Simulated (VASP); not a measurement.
# TiO2 (Pmma) in VASP: notebook, part 2 of 2

VASP 6.6.1. The steps go on from the part before.

### Step 3. Single point, PBEsol (the distance across one plane changed)

Contents of INCAR:

```
SYSTEM = TiO2
PREC = Accurate
ENCUT = 520
EDIFF = 1E-6
ISMEAR = 0
SIGMA = 0.05
LREAL = .FALSE.
LASPH = .TRUE.
NELM = 100
ALGO = Normal
ISIF = 2
LWAVE = .FALSE.
LCHARG = .TRUE.
GGA = PS
LELF = .TRUE.
LVHAR = .TRUE.
NBANDS = 60
```

Contents of KPOINTS:

```
Automatic mesh
0
G
  7 7 3
  0 0 0
```

Contents of POSCAR:

```
TiO2
1.0
   -3.7706690430      0.0000000000      0.0000000000
    0.0000000000     -3.7706690430      0.0000000000
    0.0000000000      0.0000000000      9.7963353711
Ti O
4 8
Direct
    0.0000000000      0.0000000000      0.8526702214
    0.5000000000      0.5000000000      0.3654300949
    0.5000000000      0.0000000000      0.6090501581
    0.0000000000      0.5000000000      0.1218100316
    0.5000000000      0.5000000000      0.5677513599
    1.0000000000      1.0000000000      0.0805112334
    0.5000000000      0.0000000000      0.8113714232
    1.0000000000      0.5000000000      0.3241312967
    0.5000000000      0.0000000000      0.4067288931
    0.0000000000      0.5000000000      0.8939690196
    0.0000000000      0.0000000000      0.6503489563
    0.5000000000      0.5000000000      0.1631088298
```

Potentials or basis: VASP PAW PBE potentials, release 64 (Ti_sv, O).

Run with:

```console
$ cat potpaw_PBE.64/Ti_sv/POTCAR potpaw_PBE.64/O/POTCAR > POTCAR
$ mpirun -np 1 vasp_std > vasp.out
```

OUTCAR:

```text
SYSTEM = TiO2
   PREC = Accurate
   ENCUT = 520
   EDIFF = 1E-6
   ISMEAR = 0
   LREAL = .FALSE.
   LASPH = .TRUE.
   NELM = 100
   ISIF = 2
   GGA = PS

 ion  position               nearest neighbor table
   1  0.000  0.000  0.853-   7 1.93   7 1.93  10 1.93  10 1.93  11 1.98   6 2.23
   2  0.500  0.500  0.365-   8 1.93   8 1.93   9 1.93   9 1.93   5 1.98  12 1.98
   3  0.500  0.000  0.609-   5 1.93   5 1.93  11 1.93  11 1.93   9 1.98   7 1.98
   4  0.000  0.500  0.122-   6 1.93   6 1.93  12 1.93  12 1.93   8 1.98  10 2.23
   5  0.500  0.500  0.568-   3 1.93   3 1.93   2 1.98
   6  0.000  0.000  0.081-   4 1.93   4 1.93   1 2.23
   7  0.500  0.000  0.811-   1 1.93   1 1.93   3 1.98
   8  0.000  0.500  0.324-   2 1.93   2 1.93   4 1.98
   9  0.500  0.000  0.407-   2 1.93   2 1.93   3 1.98
  10  0.000  0.500  0.894-   1 1.93   1 1.93   4 2.23
  11  0.000  0.000  0.650-   3 1.93   3 1.93   1 1.98
  12  0.500  0.500  0.163-   4 1.93   4 1.93   2 1.98

  LATTYP: Found a simple tetragonal cell.
 ALAT       =     3.7706690430
 C/A-ratio  =     2.5980363854

  Lattice vectors:

 A1 = (  -3.7706690430,   0.0000000000,   0.0000000000)
 A2 = (   0.0000000000,  -3.7706690430,   0.0000000000)
 A3 = (   0.0000000000,   0.0000000000,   9.7963353711)

Analysis of symmetry for initial positions (statically):
=====================================================================
 Subroutine PRICEL returns:
 Original cell was already a primitive cell.

 Routine SETGRP: Setting up the symmetry group for a
 simple tetragonal supercell.

 Subroutine GETGRP returns: Found  8 space group operations
 (whereof  4 operations were pure point group operations)
 out of a pool of 16 trial point group operations.

The static configuration has the point symmetry C_2v.
 The point group associated with its full space group is D_2h.

Analysis of symmetry for dynamics (positions and initial velocities):
=====================================================================
 Subroutine PRICEL returns:
 Original cell was already a primitive cell.

 Routine SETGRP: Setting up the symmetry group for a
 simple tetragonal supercell.

 Subroutine GETGRP returns: Found  8 space group operations
 (whereof  4 operations were pure point group operations)
 out of a pool of 16 trial point group operations.

The dynamic configuration has the point symmetry C_2v.
 The point group associated with its full space group is D_2h.

 Subroutine INISYM returns: Found  8 space group operations
 (whereof  4 operations are pure point group operations),
 and found     1 'primitive' translations

----------------------------------------------------------------------------------------

                                     Primitive cell

  volume of cell :     139.2838

  direct lattice vectors                    reciprocal lattice vectors
    -3.770669043  0.000000000  0.000000000    -0.265204925  0.000000000  0.000000000
     0.000000000 -3.770669043  0.000000000     0.000000000 -0.265204925  0.000000000
     0.000000000  0.000000000  9.796335371     0.000000000  0.000000000  0.102078988

  length of vectors
[... 83 lines left out ...]
 [... further k-points ...]
   k-points           NKPTS =     32   k-points in BZ     NKDIM =     32   number of bands    NBANDS=     60
   number of dos      NEDOS =    301   number of ions     NIONS =     12
   total plane-waves  NPLWV =  62720
   dimension x,y,z NGX =    28 NGY =   28 NGZ =   80
   dimension x,y,z NGXF=    56 NGYF=   56 NGZF=  160
   ions per type =               4   8
   NGX,Y,Z   is equivalent  to a cutoff of  12.34, 12.34, 13.58 a.u.
   NGXF,Y,Z  is equivalent  to a cutoff of  24.69, 24.69, 27.15 a.u.
 SYSTEM =  TiO2
   PREC   = accura    normal or accurate (medium, high low for compatibility)
   ISTART =      0    job   : 0-new  1-cont  2-samecut
   ICHARG =      2    charge: 1-file 2-atom 10-const
   ISPIN  =      1    spin polarized calculation?
   LNONCOLLINEAR =      F non collinear calculations
   LSORBIT =      F    spin-orbit coupling
   LASPH  =      T    aspherical Exc in radial PAW
   ENCUT  =  520.0 eV  38.22 Ry    6.18 a.u.   7.01  7.01 18.21*2*pi/ulx,y,z
   NELM   =    100;   NELMIN=  2; NELMDL= -5     # of ELM steps
   EDIFF  = 0.1E-05   stopping-criterion for ELM
   LREAL  =      F    real-space projection
   EDIFFG = 0.1E-04   stopping-criterion for IOM
   NSW    =      0    number of steps for IOM
   IBRION =     -1    ionic relax: 0-MD 1-quasi-New 2-CG
   NFREE  =      0    steps in history (QN), initial steepest desc. (CG)
   ISIF   =      2    stress and relaxation
   ISYM   =      2    0-nonsym 1-usesym 2-fastsym
   POTIM  = 0.5000    time-step for ionic-motion
   TEBEG  =    0.0;   TEEND  =   0.0 temperature during run
   PSTRESS=    0.0 pullay stress
   NELECT =      96.0000    total number of electrons
   NUPDOWN=      -1.0000    fix difference up-down
   EMIN   =  10.00;   EMAX   =-10.00  energy-range for DOS
   EFERMI =   0.00;   METHOD = LEGACY
   ISMEAR =     0;   SIGMA  =   0.05  broadening in eV -4-tet -1-fermi 0-gaus
   EFERMI_NEDOS =   21; number of points for ismear=-14 and -15
   IALGO  =     38    algorithm
   IMIX   =      4    mixing-type and parameters
     AMIX     =   0.40;   BMIX     =  1.00
     AMIX_MAG =   1.60;   BMIX_MAG =  1.00
  volume/ion in A,a.u.               =      11.61        78.33
  Fermi-wavevector in a.u.,A,eV,Ry     =   1.446100  2.732733 28.452586  2.091206
  Thomas-Fermi vector in A             =   2.564207
   LORBIT       =      0    0 simple, 1 ext, 2 COOP (PROOUT), +10 PAW based schemes
   GGA     = PS    functional components
   LHFCALC =     F    Hartree Fock is set to
   AEXX    =    0.0000 exact exchange contribution
   IVDW    =     0    specifies the selected vdW correction
   LEPSILON=     F    determine dielectric tensor
   LRPA    =     F    only Hartree local field effects (RPA)
 non-spin polarized calculation
 Gauss-broadening in eV      SIGMA  =   0.05
  energy-cutoff  :      520.00
  volume of cell :      139.28
 maximum number of plane-waves:      3769
   NGX = 15   NGY = 15   NGZ = 37

 number of electron      95.9999948 magnetization

 Free energy of the ion-electron system (eV)
  ---------------------------------------------------
  ext. energy  EPLUGINS =         0.00000000
  ---------------------------------------------------
  free energy    TOTEN  =      -112.12316469 eV

  energy without entropy =     -112.12316469  energy(sigma->0) =     -112.12316469

 E-fermi :   3.6422     XC(G=0): -10.9026

 val. band max:        3.2416338642   @ k =   0.4286   0.4286   0.0000
 cond. band min:       5.1500986930   @ k =   0.0000   0.0000   0.0000
 fundamental gap:      1.9084648288
 Fermi energy:         3.6422155739

 k-point     1 :       0.0000    0.0000    0.0000
  band No.  band energies     occupation
      1     -53.1018      2.00000
      2     -53.0766      2.00000
      3     -53.0638      2.00000
      4     -53.0450      2.00000
      5     -29.6663      2.00000
      6     -29.5071      2.00000
[... 1501 lines left out ...]
     59       6.8937      0.00000
     60       6.9832      0.00000

 [... further k-points ...]

------------------------ aborting loop because EDIFF is reached ----------------------------------------

  FORCE on cell =-STRESS in cart. coord.  units (eV):
  Direction    XX          YY          ZZ          XY          YZ          ZX
  --------------------------------------------------------------------------------------
  -------------------------------------------------------------------------------------
  Total        0.5913947     -4.5233136     -5.6683634      0.0000000      0.0000000      0.0000000
  in kB        6.8027976    -52.0315556    -65.2030318      0.0000000      0.0000000      0.0000000
  external PRESSURE =     -36.8105966 kB  Pullay stress =       0.0000000 kB

 VOLUME and BASIS-vectors are now :
 -----------------------------------------------------------------------------
  energy-cutoff  :      520.00
  volume of cell :      139.28
      direct lattice vectors                 reciprocal lattice vectors
    -3.770669043  0.000000000  0.000000000    -0.265204925  0.000000000  0.000000000
     0.000000000 -3.770669043  0.000000000     0.000000000 -0.265204925  0.000000000
     0.000000000  0.000000000  9.796335371     0.000000000  0.000000000  0.102078988

 POSITION                                       TOTAL-FORCE (eV/Angst)
 -----------------------------------------------------------------------------------
      0.00000      0.00000      8.35304         0.000000      0.000000      0.672093
     -1.88533     -1.88533      3.57988         0.000000      0.000000     -0.094742
     -1.88533      0.00000      5.96646         0.000000      0.000000      0.094742
      0.00000     -1.88533      1.19329         0.000000      0.000000     -0.672093
     -1.88533     -1.88533      5.56188         0.000000      0.000000     -0.034077
      0.00000      0.00000      0.78872         0.000000      0.000000     -1.035178
     -1.88533      0.00000      7.94847         0.000000      0.000000      0.000899
      0.00000     -1.88533      3.17530         0.000000      0.000000     -0.280197
     -1.88533      0.00000      3.98445         0.000000      0.000000      0.034077
      0.00000     -1.88533      8.75762         0.000000      0.000000      1.035178
      0.00000      0.00000      6.37104         0.000000      0.000000      0.280197
     -1.88533     -1.88533      1.59787         0.000000      0.000000     -0.000899
 -----------------------------------------------------------------------------------
    total drift:                               -0.000000     -0.000000      0.000023

  FREE ENERGIE OF THE ION-ELECTRON SYSTEM (eV)
  ---------------------------------------------------
  free  energy   TOTEN  =      -112.1231646914 eV

  energy  without entropy=     -112.1231646914  energy(sigma->0) =     -112.12316469
```

It took 4 min on 1 thread of Intel Xeon Platinum 8488C (Sapphire Rapids), shared host; peak memory 0.33 GiB.

Results:

- Free energy: -112.1232 eV
- Pressure: -3.7 GPa
- Largest force: 1.035 eV/Å
- Band gap on the k mesh: 1.91 eV

Forces on the atoms (eV/Å):
```
Ti   0.000  0.000  0.672
Ti   0.000  0.000 -0.095
Ti   0.000  0.000  0.095
Ti   0.000  0.000 -0.672
O    0.000  0.000 -0.034
O    0.000  0.000 -1.035
O    0.000  0.000  0.001
O    0.000  0.000 -0.280
O    0.000  0.000  0.034
O    0.000  0.000  1.035
O    0.000  0.000  0.280
O    0.000  0.000 -0.001
```

Levels at points of the mesh, in eV from the valence-band top:
| k point | band 46 | band 47 | band 48 | band 49 | band 50 | band 51 |
| --- | --- | --- | --- | --- | --- | --- |
| (0.00, 0.00, 0.00) | -0.60 | -0.33 | -0.18 | 1.91 | 2.21 | 2.32 |

Caveat: the cell differs from its parent crystal (the distance across one plane changed); the stress differs along the axes, from -7 to 1 GPa; the PAW data sets were made with another functional, which shifts forces and pressure a little. A k mesh can miss the band edges.
